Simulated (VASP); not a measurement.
# MgB2 (P6/mmm) in VASP: notebook

MgB2 is run at these levels: r2SCAN, PBE, RPBE+D3(BJ); tasks: single point.

Everything below comes from runs of VASP 6.6.1. Logs are shortened: lines on timing, memory, paths and dates and some standing lists are left out, and cuts for length are marked.

## 1. The cell of the first run

It takes space group P6/mmm (No. 191, hexagonal). The conventional cell has a = 3.085 Å, b = 3.085 Å, c = 3.523 Å, α = 90.00°, β = 90.00°, γ = 120.00°. Within 3.3 Å of Mg (site symmetry 6/mmm) lie 12 B at 2.51 Å and 6 Mg at 3.08 to 3.09 Å. B (site symmetry -6m2) has 3 B at 1.78 Å within 2.4 Å.

## 2. Single point, r2SCAN

Contents of POSCAR:

```
MgB2
1.0
    3.0850000000      0.0000000000      0.0000000000
   -1.5425000000      2.6716883707      0.0000000000
    0.0000000000      0.0000000000      3.5230000000
Mg B
1 2
Direct
    0.0000000000      0.0000000000      0.0000000000
    0.6666666667      0.3333333333      0.5000000000
    0.3333333333      0.6666666667      0.5000000000
```

Contents of INCAR.step1:

```
PREC = Accurate
ENCUT = 520
ISMEAR = -1
SIGMA = 0.05
LREAL = False
LASPH = True
NELM = 80
NBANDS = 11
GGA = PE
ALGO = Normal
EDIFF = 1E-4
LWAVE = True
LCHARG = False
```

Contents of INCAR.step2:

```
PREC = Accurate
ENCUT = 520
EDIFF = 1E-6
ISMEAR = -1
SIGMA = 0.05
LREAL = False
LASPH = True
NELM = 80
ALGO = Normal
ISIF = 2
LWAVE = False
LCHARG = False
METAGGA = R2SCAN
LMIXTAU = True
NBANDS = 11
ISTART = 1
```

Contents of KPOINTS:

```
regular mesh
0
Gamma
  10 10 8
```

Potentials or basis: VASP PAW PBE potentials, release 64 (Mg, B).

On the command line:

```console
cat potpaw_PBE.64/Mg/POTCAR potpaw_PBE.64/B/POTCAR > POTCAR
cp INCAR.step1 INCAR
mpirun -np 1 vasp_std > vasp.out
cp INCAR.step2 INCAR
mpirun -np 1 vasp_std > vasp.out
```

OUTCAR:

```text
PREC = Accurate
   ENCUT = 520
   EDIFF = 1E-6
   ISMEAR = -1
   LREAL = False
   LASPH = True
   NELM = 80
   ISIF = 2
   METAGGA = R2SCAN
   ISTART = 1

 ion  position               nearest neighbor table
   1  0.000  0.000  0.000-   2 2.51   3 2.51   2 2.51   3 2.51   2 2.51   2 2.51   3 2.51   3 2.51
                             2 2.51   2 2.51   3 2.51   3 2.51
   2  0.667  0.333  0.500-   3 1.78   3 1.78   3 1.78   1 2.51   1 2.51   1 2.51   1 2.51   1 2.51
                             1 2.51
   3  0.333  0.667  0.500-   2 1.78   2 1.78   2 1.78   1 2.51   1 2.51   1 2.51   1 2.51   1 2.51
                             1 2.51

  LATTYP: Found a hexagonal cell.
 ALAT       =     3.0850000000
 C/A-ratio  =     1.1419773096

  Lattice vectors:

 A1 = (   3.0850000000,   0.0000000000,   0.0000000000)
 A2 = (  -1.5425000000,   2.6716883707,   0.0000000000)
 A3 = (   0.0000000000,   0.0000000000,   3.5230000000)

Analysis of symmetry for initial positions (statically):
=====================================================================
 Subroutine PRICEL returns:
 Original cell was already a primitive cell.

 Routine SETGRP: Setting up the symmetry group for a
 hexagonal supercell.

 Subroutine GETGRP returns: Found 24 space group operations
 (whereof 24 operations were pure point group operations)
 out of a pool of 24 trial point group operations.

The static configuration has the point symmetry D_6h.

Analysis of symmetry for dynamics (positions and initial velocities):
=====================================================================
 Subroutine PRICEL returns:
 Original cell was already a primitive cell.

 Routine SETGRP: Setting up the symmetry group for a
 hexagonal supercell.

 Subroutine GETGRP returns: Found 24 space group operations
 (whereof 24 operations were pure point group operations)
 out of a pool of 24 trial point group operations.

The dynamic configuration has the point symmetry D_6h.

 Subroutine INISYM returns: Found 24 space group operations
 (whereof 24 operations are pure point group operations),
 and found     1 'primitive' translations

----------------------------------------------------------------------------------------

                                     Primitive cell

  volume of cell :      29.0371

  direct lattice vectors                    reciprocal lattice vectors
     3.085000000  0.000000000  0.000000000     0.324149109  0.187147575  0.000000000
    -1.542500000  2.671688371  0.000000000     0.000000000  0.374295150  0.000000000
     0.000000000  0.000000000  3.523000000     0.000000000  0.000000000  0.283848992

  length of vectors
[... 92 lines left out ...]
   POTIM  = 0.5000    time-step for ionic-motion
   TEBEG  =    0.0;   TEEND  =   0.0 temperature during run
   PSTRESS=    0.0 pullay stress
   NELECT =       8.0000    total number of electrons
   NUPDOWN=      -1.0000    fix difference up-down
   EMIN   =  10.00;   EMAX   =-10.00  energy-range for DOS
   EFERMI =   0.00;   METHOD = LEGACY
   ISMEAR =    -1;   SIGMA  =   0.05  broadening in eV -4-tet -1-fermi 0-gaus
   EFERMI_NEDOS =   21; number of points for ismear=-14 and -15
   IALGO  =     38    algorithm
   IMIX   =      4    mixing-type and parameters
     AMIX     =   0.40;   BMIX     =  1.00
     AMIX_MAG =   1.60;   BMIX_MAG =  1.00
  volume/ion in A,a.u.               =       9.68        65.32
  Fermi-wavevector in a.u.,A,eV,Ry     =   1.065255  2.013040 15.439462  1.134768
  Thomas-Fermi vector in A             =   2.200801
   LORBIT       =      0    0 simple, 1 ext, 2 COOP (PROOUT), +10 PAW based schemes
   METAGGA = R2SCAN    functional components
   LHFCALC =     F    Hartree Fock is set to
   AEXX    =    0.0000 exact exchange contribution
   IVDW    =     0    specifies the selected vdW correction
   LEPSILON=     F    determine dielectric tensor
   LRPA    =     F    only Hartree local field effects (RPA)
 non-spin polarized calculation
  energy-cutoff  :      520.00
  volume of cell :       29.04
 maximum number of plane-waves:       806
 NGX is ok and might be reduce to    24
   NGX = 11   NGY = 11   NGZ = 13

 number of electron       8.0000000 magnetization

 Free energy of the ion-electron system (eV)
  ---------------------------------------------------
  ext. energy  EPLUGINS =         0.00000000
  ---------------------------------------------------
  free energy    TOTEN  =       -19.40129753 eV

  energy without entropy =      -19.39548489  energy(sigma->0) =      -19.39839121

 E-fermi :   5.3228     XC(G=0): -11.5266

 val. band max:        5.2988006865   @ k =   0.1000   0.0000   0.1250
 cond. band min:       5.3241643658   @ k =   0.3000   0.2000   0.0000
 fundamental gap:      0.0253636793
 Fermi energy:         5.3227773476

 k-point     1 :       0.0000    0.0000    0.0000
  band No.  band energies     occupation
      1      -7.9351      2.00000
      2       2.1545      2.00000
      3       5.6706      0.00190
      4       5.6706      0.00190
      5       7.2406      0.00000
      6      11.9010      0.00000
      7      11.9010      0.00000
      8      13.7549      0.00000
      9      16.0821      0.00000
     10      19.0977      0.00000
     11      22.5262      0.00000
[... 309 lines left out ...]
 k-point    24 :       0.4000    0.1000    0.1250
  band No.  band energies     occupation
      1      -4.1459      2.00000
      2      -2.2204      2.00000
      3       2.2789      2.00000
      4       4.5714      2.00000
      5       7.6743      0.00000
      6      10.8269      0.00000
      7      12.1332      0.00000
      8      14.3185      0.00000
      9      16.1346      0.00000
     10      19.7009      0.00000
     11      20.5655      0.00000

 [... further k-points ...]
[... 5 lines left out ...]
  --------------------------------------------------------------------------------------
  -------------------------------------------------------------------------------------
  Total       -0.4392381     -0.4392381     -0.4802965      0.0000000     -0.0000000      0.0000000
  in kB      -24.2357779    -24.2357779    -26.5012527      0.0000000     -0.0000000      0.0000000
  external PRESSURE =     -24.9909362 kB  Pullay stress =       0.0000000 kB

 VOLUME and BASIS-vectors are now :
 -----------------------------------------------------------------------------
  energy-cutoff  :      520.00
  volume of cell :       29.04
      direct lattice vectors                 reciprocal lattice vectors
     3.085000000  0.000000000  0.000000000     0.324149109  0.187147575  0.000000000
    -1.542500000  2.671688371  0.000000000     0.000000000  0.374295150  0.000000000
     0.000000000  0.000000000  3.523000000     0.000000000  0.000000000  0.283848992

 POSITION                                       TOTAL-FORCE (eV/Angst)
 -----------------------------------------------------------------------------------
      0.00000      0.00000      0.00000        -0.000000      0.000000      0.000000
      1.54250      0.89056      1.76150        -0.000000      0.000000      0.000000
     -0.00000      1.78113      1.76150         0.000000      0.000000     -0.000000
 -----------------------------------------------------------------------------------
    total drift:                                0.000000     -0.000000      0.000000

  FREE ENERGIE OF THE ION-ELECTRON SYSTEM (eV)
  ---------------------------------------------------
  free  energy   TOTEN  =       -19.4012975293 eV

  energy  without entropy=      -19.3954848949  energy(sigma->0) =      -19.39839121
```

OSZICAR.step1:

```text
N       E                     dE             d eps       ncg     rms          rms(c)
DAV:   1     0.352946974053E+01    0.35295E+01   -0.37830E+03  1708   0.609E+02
DAV:   2    -0.164806324503E+02   -0.20010E+02   -0.18812E+02  1969   0.107E+02
DAV:   3    -0.170007582662E+02   -0.52013E+00   -0.51882E+00  1971   0.140E+01
DAV:   4    -0.170020469997E+02   -0.12887E-02   -0.12887E-02  1772   0.780E-01
DAV:   5    -0.170020529771E+02   -0.59774E-05   -0.59778E-05  1912   0.533E-02    0.521E+00
DAV:   6    -0.155815021468E+02    0.14206E+01   -0.17695E+00  1732   0.614E+00    0.252E+00
DAV:   7    -0.153284096997E+02    0.25309E+00   -0.10003E+00  1804   0.459E+00    0.753E-01
DAV:   8    -0.153304209621E+02   -0.20113E-02   -0.88600E-02  1743   0.163E+00    0.360E-01
DAV:   9    -0.153236398370E+02    0.67811E-02   -0.15621E-02  1708   0.574E-01    0.693E-02
DAV:  10    -0.153235364491E+02    0.10339E-03   -0.12197E-03  1870   0.188E-01    0.251E-02
DAV:  11    -0.153235271806E+02    0.92684E-05   -0.50776E-05   919   0.449E-02
   1 F= -.15323527E+02 E0= -.15320464E+02  d E =-.612683E-02
```

It took 56 s on 1 thread of AMD EPYC 9R45 (Zen 5), shared host; peak memory 0.13 GiB.

Results:

* Free energy: -19.4013 eV
* Pressure: -2.5 GPa
* Band gap on the k mesh: zero (band 4 reaches 6.46 eV, above the bottom of band 5 at 3.91 eV)

Caveat: the PAW data sets were made with another functional, which shifts forces and pressure a little.

## 3. Single point, PBE

Contents of INCAR:

```
PREC     = Accurate       # precision mode
ENCUT    = 520            # plane-wave cutoff, eV
EDIFF    = 1E-7           # SCF threshold, eV
ISMEAR   = -1             # smearing method
SIGMA    = 0.03           # smearing width, eV
LREAL    = F              # projectors in reciprocal space
LASPH    = T              # aspherical terms in the spheres
NELM     = 60             # most SCF steps
ALGO     = Normal         # electronic algorithm
ISIF     = 2              # what is computed and relaxed
LWAVE    = F              # write WAVECAR
LCHARG   = F              # write CHGCAR
GGA      = PE             # functional
NBANDS   = 11             # bands
```

Contents of KPOINTS:

```
regular mesh
0
Gamma
  6 6 5
```

POSCAR is that of step 2.

Potentials or basis: VASP PAW PBE potentials, release 64 (Mg, B).

On the command line:

```console
cat potpaw_PBE.64/Mg/POTCAR potpaw_PBE.64/B/POTCAR > POTCAR
mpirun -np 1 vasp_std > vasp.out
```

Run time: 9.1 s. Hardware: 1 thread of Intel Xeon 8259CL, shared host; peak memory 0.14 GiB.

The run converged. Its results:

| Item | Value |
| --- | --- |
| Free energy | -15.3054 eV |
| Pressure | -1.1 GPa |
| Band gap on the k mesh | zero (band 4 reaches 7.05 eV, above the bottom of band 5 at 3.54 eV) |

Stress tensor (GPa, compression positive):
```
 1.32  0.00  0.00
 0.00  1.32  0.00
 0.00  0.00 -5.88
```

Levels at points of the mesh, in eV from the Fermi level:
```
           k point  band 1  band 2  band 3  band 4  band 5  band 6  band 7  band 8
(0.00, 0.00, 0.00)  -12.34   -2.86    0.43    0.43    1.73    6.37    6.37    8.14
(0.50, 0.00, 0.00)   -8.46   -7.75   -2.10    0.28    3.15    3.94    5.40    7.17
```

Caveat: the k points lie up to 0.39 Å⁻¹ apart.

(Continued in part 2 of 2.)
